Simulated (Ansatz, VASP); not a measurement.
# Ge2Sb2Te5: VASP beside Ansatz

The input INCAR:

```
SYSTEM = Ge2Sb2Te5
  PREC = Accurate
  ENCUT = 520
  EDIFF = 1E-6
  ISMEAR = 0
  SIGMA = 0.03
  LREAL = .FALSE.
  LASPH = .TRUE.
  NELM = 100
  ALGO = Normal
  ISIF = 2
  LWAVE = .FALSE.
  LCHARG = .TRUE.
  GGA = PE
  LELF = .TRUE.
  LVHAR = .TRUE.
  NBANDS = 44
```

Contents of KPOINTS:

```
Automatic mesh
0
G
  12 12 2
  0 0 0
```

Contents of POSCAR:

```
Ge2Sb2Te5
1.0
    4.0939981098      0.0000000000      0.0000000000
   -2.0469990549      3.5455063661      0.0000000000
    0.0000000000      0.0000000000     19.6221235403
Ge Sb Te
2 2 5
Direct
    0.0000000000      0.0000000000      0.3313200918
    0.0000000000      0.0000000000      0.6686799082
    0.3333333333      0.6666666667      0.1120971408
    0.6666666667      0.3333333333      0.8879028592
    0.0000000000      0.0000000000      0.0000000000
    0.3333333333      0.6666666667      0.7914345914
    0.6666666667      0.3333333333      0.2085654086
    0.3333333333      0.6666666667      0.4096023866
    0.6666666667      0.3333333333      0.5903976134
```

Input for Ansatz:

```yaml
crystal:
  lattice:
    - [4.0939981098, 0.0, 0.0]
    - [-2.0469990549, 3.5455063661, 0.0]
    - [0.0, 0.0, 19.6221235403]
  atoms:
    - { symbol: Ge, position: [0.0, 0.0, 0.3313200918] }
    - { symbol: Ge, position: [0.0, 0.0, 0.6686799082] }
    - { symbol: Sb, position: [0.3333333333, 0.6666666667, 0.1120971408] }
    - { symbol: Sb, position: [0.6666666667, 0.3333333333, 0.8879028592] }
    - { symbol: Te, position: [0.0, 0.0, 0.0] }
    - { symbol: Te, position: [0.3333333333, 0.6666666667, 0.7914345914] }
    - { symbol: Te, position: [0.6666666667, 0.3333333333, 0.2085654086] }
    - { symbol: Te, position: [0.3333333333, 0.6666666667, 0.4096023866] }
    - { symbol: Te, position: [0.6666666667, 0.3333333333, 0.5903976134] }
basis:
  ecutwfc: 420
kpoints:
  mp_grid: { grid: [12, 12, 2] }
hamiltonian:
  xc: pbe
scf:
  occupations: { method: gaussian, width: 0.03 }
output:
  forces: true
  stress: true
  eigenvalues: true
```

Alike in both runs: task single point; functional PBE; k mesh 12 × 12 × 2; occupations gaussian, width 0.03 eV; no spin polarisation.

|  | VASP | Ansatz |
| --- | --- | --- |
| version | VASP 6.6.1 | Ansatz 0.2.0 |
| potentials or method | VASP PAW PBE potentials, release 64 (Ge_d, Sb, Te), cutoff 520 eV | scalar-relativistic, plane waves, PAW |
| valence electrons in the cell | 68 | 138 |

```csv
,VASP,Ansatz,Ansatz less VASP
gap on the k mesh at the Fermi level (eV),none,none,-
pressure (GPa),0.0,0.0,-0.02
"traceless stress, the component that is largest in VASP (GPa)",-2.66,-2.68,-0.016
rms of the force components (eV/Å),0.133,0.142,+0.0082
```

Atom by atom the forces differ by 0.010 eV/Å (rms over components). A gap of «none» marks a metal or a gap that the smearing closes. VASP's potentials hold 68 valence electrons a cell and Ansatz's 138, so a difference there can come from the potentials and not from the codes.

Spin-orbit coupling is off throughout.
